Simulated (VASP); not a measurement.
# WC (wurtzite type) (P6_3mc) in VASP: electric field gradients with PBE

Aim: the electric field gradients of WC (wurtzite type) with PBE.

Program: VASP 6.6.1. These are calculated values, not measurements. Logs are shortened: lines on timing, memory, paths and dates and some standing lists are left out, and cuts for length are marked.

## Step 1: The cell of the first run

The structure is hexagonal, space group P6_3mc (No. 186). The conventional cell has a = 3.126 Å, b = 3.126 Å, c = 5.994 Å, α = 90.00°, β = 90.00°, γ = 120.00°. W (site symmetry 3m) has 4 C at 1.99 to 2.07 Å within 2.6 Å. Within 2.6 Å of C (site symmetry 3m) lie 4 W at 1.99 to 2.07 Å.

## Step 2: Electric field gradients, PBE

INCAR reads:

```
ALGO = Normal ; EDIFF = 1E-8
ENCUT = 520 ; GGA = PE
ISIF = 2 ; ISMEAR = -1
LASPH = T ; LCHARG = F
LEFG = T ; LREAL = F
LWAVE = F ; NBANDS = 26
NELM = 100 ; PREC = Accurate
SIGMA = 0.05
```

KPOINTS reads:

```
k-points
0
Gamma
  12 12 7
```

POSCAR reads:

```
WC
1.0
    3.1256113096      0.0000000000      0.0000000000
   -1.5628056548      2.7068587965      0.0000000000
    0.0000000000      0.0000000000      5.9935197938
W C
2 2
Direct
    0.3333333333      0.6666666667      0.0223637183
    0.6666666667      0.3333333333      0.5223637183
    0.3333333333      0.6666666667      0.3536362817
    0.6666666667      0.3333333333      0.8536362817
```

Potentials or basis: VASP PAW PBE potentials, release 64 (W_sv, C).

On the command line:

```
> cat potpaw_PBE.64/W_sv/POTCAR potpaw_PBE.64/C/POTCAR > POTCAR
> mpirun -np 1 vasp_std > vasp.out
```

OUTCAR:

```text
EDIFF = 1E-8
   ENCUT = 520
   GGA = PE
   ISIF = 2
   ISMEAR = -1
   LASPH = T
   LREAL = F
   NELM = 100
   PREC = Accurate

 ion  position               nearest neighbor table
   1  0.333  0.667  0.022-   3 1.99   4 2.07   4 2.07   4 2.07
   2  0.667  0.333  0.522-   4 1.99   3 2.07   3 2.07   3 2.07
   3  0.333  0.667  0.354-   1 1.99   2 2.07   2 2.07   2 2.07
   4  0.667  0.333  0.854-   2 1.99   1 2.07   1 2.07   1 2.07

  LATTYP: Found a hexagonal cell.
 ALAT       =     3.1256113096
 C/A-ratio  =     1.9175512244

  Lattice vectors:

 A1 = (   3.1256113096,   0.0000000000,   0.0000000000)
 A2 = (  -1.5628056548,   2.7068587965,   0.0000000000)
 A3 = (   0.0000000000,   0.0000000000,   5.9935197938)

Analysis of symmetry for initial positions (statically):
=====================================================================
 Subroutine PRICEL returns:
 Original cell was already a primitive cell.

 Routine SETGRP: Setting up the symmetry group for a
 hexagonal supercell.

 Subroutine GETGRP returns: Found 12 space group operations
 (whereof  6 operations were pure point group operations)
 out of a pool of 24 trial point group operations.

The static configuration has the point symmetry C_3v.
 The point group associated with its full space group is C_6v.

Analysis of symmetry for dynamics (positions and initial velocities):
=====================================================================
 Subroutine PRICEL returns:
 Original cell was already a primitive cell.

 Routine SETGRP: Setting up the symmetry group for a
 hexagonal supercell.

 Subroutine GETGRP returns: Found 12 space group operations
 (whereof  6 operations were pure point group operations)
 out of a pool of 24 trial point group operations.

The dynamic configuration has the point symmetry C_3v.
 The point group associated with its full space group is C_6v.

 Subroutine INISYM returns: Found 12 space group operations
 (whereof  6 operations are pure point group operations),
 and found     1 'primitive' translations

----------------------------------------------------------------------------------------

                                     Primitive cell

  volume of cell :      50.7087

  direct lattice vectors                    reciprocal lattice vectors
     3.125611310  0.000000000  0.000000000     0.319937414  0.184715952  0.000000000
    -1.562805655  2.706858797  0.000000000     0.000000000  0.369431904  0.000000000
     0.000000000  0.000000000  5.993519794     0.000000000  0.000000000  0.166846867

  length of vectors
     3.125611310  3.125611310  5.993519794     0.369431904  0.369431904  0.166846867

  position of ions in fractional coordinates (direct lattice)
     0.333333333  0.666666667  0.022363718
     0.666666667  0.333333333  0.522363718
     0.333333333  0.666666667  0.353636282
     0.666666667  0.333333333  0.853636282

  ion indices of the primitive-cell ions
   primitive index   ion index
                 1           1
                 2           2
                 3           3
                 4           4

----------------------------------------------------------------------------------------

 KPOINTS: k-points

Automatic generation of k-mesh.
 Grid dimensions read from file:
 generate k-points for:   12   12    7

 Generating k-lattice:

  Cartesian coordinates                     Fractional coordinates (reciprocal lattice)
     0.026661451  0.015392996  0.000000000     0.083333333 -0.000000000  0.000000000
     0.000000000  0.030785992  0.000000000     0.000000000  0.083333333  0.000000000
     0.000000000  0.000000000  0.023835267     0.000000000  0.000000000  0.142857143

  Length of vectors
[... 39 lines left out ...]
   total plane-waves  NPLWV =  27648
   dimension x,y,z NGX =    24 NGY =   24 NGZ =   48
   dimension x,y,z NGXF=    48 NGYF=   48 NGZF=   96
   ions per type =               2   2
   NGX,Y,Z   is equivalent  to a cutoff of  12.77, 12.77, 13.31 a.u.
   NGXF,Y,Z  is equivalent  to a cutoff of  25.53, 25.53, 26.63 a.u.
 SYSTEM =  unknown system
   PREC   = accura    normal or accurate (medium, high low for compatibility)
   ISTART =      0    job   : 0-new  1-cont  2-samecut
   ICHARG =      2    charge: 1-file 2-atom 10-const
   ISPIN  =      1    spin polarized calculation?
   LNONCOLLINEAR =      F non collinear calculations
   LSORBIT =      F    spin-orbit coupling
   LASPH  =      T    aspherical Exc in radial PAW
   ENCUT  =  520.0 eV  38.22 Ry    6.18 a.u.   5.81  5.81 11.14*2*pi/ulx,y,z
   NELM   =    100;   NELMIN=  2; NELMDL= -5     # of ELM steps
   EDIFF  = 0.1E-07   stopping-criterion for ELM
   LREAL  =      F    real-space projection
   EDIFFG = 0.1E-06   stopping-criterion for IOM
   NSW    =      0    number of steps for IOM
   IBRION =     -1    ionic relax: 0-MD 1-quasi-New 2-CG
   NFREE  =      0    steps in history (QN), initial steepest desc. (CG)
   ISIF   =      2    stress and relaxation
   ISYM   =      2    0-nonsym 1-usesym 2-fastsym
   POTIM  = 0.5000    time-step for ionic-motion
   TEBEG  =    0.0;   TEEND  =   0.0 temperature during run
   PSTRESS=    0.0 pullay stress
   NELECT =      36.0000    total number of electrons
   NUPDOWN=      -1.0000    fix difference up-down
   EMIN   =  10.00;   EMAX   =-10.00  energy-range for DOS
   EFERMI =   0.00;   METHOD = LEGACY
   ISMEAR =    -1;   SIGMA  =   0.05  broadening in eV -4-tet -1-fermi 0-gaus
   EFERMI_NEDOS =   21; number of points for ismear=-14 and -15
   IALGO  =     38    algorithm
   IMIX   =      4    mixing-type and parameters
     AMIX     =   0.40;   BMIX     =  1.00
     AMIX_MAG =   1.60;   BMIX_MAG =  1.00
  volume/ion in A,a.u.               =      12.68        85.55
  Fermi-wavevector in a.u.,A,eV,Ry     =   1.460433  2.759817 29.019365  2.132863
  Thomas-Fermi vector in A             =   2.576883
   LORBIT       =      0    0 simple, 1 ext, 2 COOP (PROOUT), +10 PAW based schemes
   GGA     = PE    functional components
   LHFCALC =     F    Hartree Fock is set to
   AEXX    =    0.0000 exact exchange contribution
   IVDW    =     0    specifies the selected vdW correction
   LEPSILON=     F    determine dielectric tensor
   LRPA    =     F    only Hartree local field effects (RPA)
 non-spin polarized calculation
  energy-cutoff  :      520.00
  volume of cell :       50.71
 maximum number of plane-waves:      1376
 NGX is ok and might be reduce to    24
   NGX = 11   NGY = 11   NGZ = 23

 number of electron      36.0000001 magnetization

 Free energy of the ion-electron system (eV)
  ---------------------------------------------------
  ext. energy  EPLUGINS =         0.00000000
  ---------------------------------------------------
  free energy    TOTEN  =       -42.37691523 eV

  energy without entropy =      -42.36830350  energy(sigma->0) =      -42.37260937

 E-fermi :   8.8086     XC(G=0): -12.4769

 val. band max:        8.8079680000   @ k =   0.1667   0.0000   0.2857
 cond. band min:       8.8176483066   @ k =   0.1667   0.0833   0.0000
 fundamental gap:      0.0096803066
 Fermi energy:         8.8085914896

 k-point     1 :       0.0000    0.0000    0.0000
  band No.  band energies     occupation
      1     -65.6042      2.00000
      2     -65.5975      2.00000
      3     -30.0140      2.00000
      4     -29.8023      2.00000
      5     -29.6855      2.00000
      6     -29.6855      2.00000
[... 685 lines left out ...]
     25      15.7124      0.00000
     26      16.3336      0.00000

 [... further k-points ...]

------------------------ aborting loop because EDIFF is reached ----------------------------------------

  FORCE on cell =-STRESS in cart. coord.  units (eV):
  Direction    XX          YY          ZZ          XY          YZ          ZX
  --------------------------------------------------------------------------------------
  -------------------------------------------------------------------------------------
  Total        0.1914757      0.1914757      0.3068377     -0.0000000      0.0000000      0.0000000
  in kB        6.0498086      6.0498086      9.6947527     -0.0000000      0.0000000      0.0000000
  external PRESSURE =       7.2647900 kB  Pullay stress =       0.0000000 kB

 VOLUME and BASIS-vectors are now :
 -----------------------------------------------------------------------------
  energy-cutoff  :      520.00
  volume of cell :       50.71
      direct lattice vectors                 reciprocal lattice vectors
     3.125611310  0.000000000  0.000000000     0.319937414  0.184715952  0.000000000
    -1.562805655  2.706858797  0.000000000     0.000000000  0.369431904  0.000000000
     0.000000000  0.000000000  5.993519794     0.000000000  0.000000000  0.166846867

 POSITION                                       TOTAL-FORCE (eV/Angst)
 -----------------------------------------------------------------------------------
     -0.00000      1.80457      0.13404        -0.000000      0.000000      0.004833
      1.56281      0.90229      3.13080         0.000000     -0.000000      0.004833
     -0.00000      1.80457      2.11953        -0.000000      0.000000     -0.004833
      1.56281      0.90229      5.11629         0.000000     -0.000000     -0.004833
 -----------------------------------------------------------------------------------
    total drift:                                0.000000      0.000000      0.000033

  FREE ENERGIE OF THE ION-ELECTRON SYSTEM (eV)
  ---------------------------------------------------
  free  energy   TOTEN  =       -42.3769152281 eV

  energy  without entropy=      -42.3683035029  energy(sigma->0) =      -42.37260937

 Electric field gradients (V/A^2)
---------------------------------------------------------------------
 ion       V_xx      V_yy      V_zz      V_xy      V_xz      V_yz
---------------------------------------------------------------------
   1      27.744    27.743   -55.487    -0.000    -0.000     0.000
   2      27.744    27.743   -55.487    -0.000     0.000    -0.000
   3       8.748     8.747   -17.495    -0.000     0.000    -0.000
   4       8.748     8.747   -17.495    -0.000    -0.000     0.000
---------------------------------------------------------------------

 Electric field gradients after diagonalization (V/A^2)
 (convention: |V_zz| > |V_xx| > |V_yy|)
----------------------------------------------------------------------
 ion       V_xx      V_yy      V_zz     asymmetry (V_yy - V_xx)/ V_zz
----------------------------------------------------------------------
   1      27.744    27.743   -55.487       0.000
   2      27.744    27.743   -55.487       0.000
   3       8.748     8.747   -17.495       0.000
   4       8.748     8.747   -17.495       0.000
----------------------------------------------------------------------

           NMR quadrupolar parameters

 Cq : quadrupolar parameter    Cq=e*Q*V_zz/h
 eta: asymmetry parameters     (V_yy - V_xx)/ V_zz
 Q  : nuclear electric quadrupole moment in mb (millibarn)
----------------------------------------------------------------------
 ion       Cq(MHz)       eta       Q (mb)
----------------------------------------------------------------------
   1      -0.134       0.000       1.000
   2      -0.134       0.000       1.000
   3      -0.042       0.000       1.000
   4      -0.042       0.000       1.000
----------------------------------------------------------------------
```

Run time: 45 s. Hardware: 1 thread of Intel Xeon Platinum 8488C (Sapphire Rapids), shared host; peak memory 0.22 GiB.

What came out:

| Item | Value |
| --- | --- |
| Free energy | -42.3769 eV |
| Pressure | 0.7 GPa |
| Largest force | 0.005 eV/Å |
| Band gap on the k mesh | zero (bands 18 and 19 overlap by 0.53 eV) |
| Largest electric field gradient by atom | W -55.5; C -17.5 V/Å² |

Forces on the atoms (eV/Å):
```
W    0.000  0.000  0.005
W    0.000  0.000  0.005
C    0.000  0.000 -0.005
C    0.000  0.000 -0.005
```

Electric field gradients, principal values (V/Å²):
```tsv
atom	least	middle	greatest (by size)
1 W	27.743	27.744	-55.487
2 W	27.743	27.744	-55.487
3 C	8.747	8.748	-17.495
4 C	8.747	8.748	-17.495
```

Caveat: without QUAD_EFG the Cq values of the log hold for a quadrupole moment of 1 mb, not for the nuclei; spin-orbit coupling is left out, which moves the levels of the heavy elements.
